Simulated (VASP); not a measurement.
Set up this calculation in VASP 6.6.1, as the native input.

| Quantity | Value |
| --- | --- |
| Task | single point |
| Functional | PBE |
| Potentials or basis | VASP PAW PBE potentials, release 64 (Be, C) |
| Cutoff | 520 eV |
| k mesh | 18 × 18 × 12 |
| Occupations | gaussian, width 0.1 eV |
| Spin | no spin polarisation |
| Dipole correction | no |
| Further INCAR settings | ALGO = Normal; EDIFF = 1e-06; NBANDS = 14 |

The structure of BeC lies in POSCAR:

```
BeC
1.0
    3.1947199927      0.0000000000      0.0000000000
   -1.5973599963      2.7667086717      0.0000000000
    0.0000000000      0.0000000000      3.6876335792
Be C
2 2
Direct
    0.3333333333      0.6666666667      0.7500000000
    0.6666666667      0.3333333333      0.2500000000
    0.3333333333      0.6666666667      0.2500000000
    0.6666666667      0.3333333333      0.7500000000
```

The input as run:

INCAR

```
PREC = Accurate
ENCUT = 520
EDIFF = 1E-6
ISMEAR = 0
SIGMA = 0.1
LREAL = False
LASPH = True
NELM = 100
ALGO = Normal
ISIF = 2
LWAVE = False
LCHARG = False
GGA = PE
NBANDS = 14
```

KPOINTS

```
regular mesh
0
Gamma
  18 18 12
```

Potentials or basis: VASP PAW PBE potentials, release 64 (Be, C).

Run with:

```bash
$ cat potpaw_PBE.64/Be/POTCAR potpaw_PBE.64/C/POTCAR > POTCAR
$ mpirun -np 1 vasp_std > vasp.out
```

Results of the run:

```
Pressure               : 0.2 GPa
Band gap on the k mesh : zero (band 6 reaches 6.65 eV, above the bottom of band 7 at 4.09 eV)
```

Wall time 32 s on 1 thread of Intel(R) Xeon(R) 6975P-C (Granite Rapids), on a shared host, peak memory 0.22 GiB.
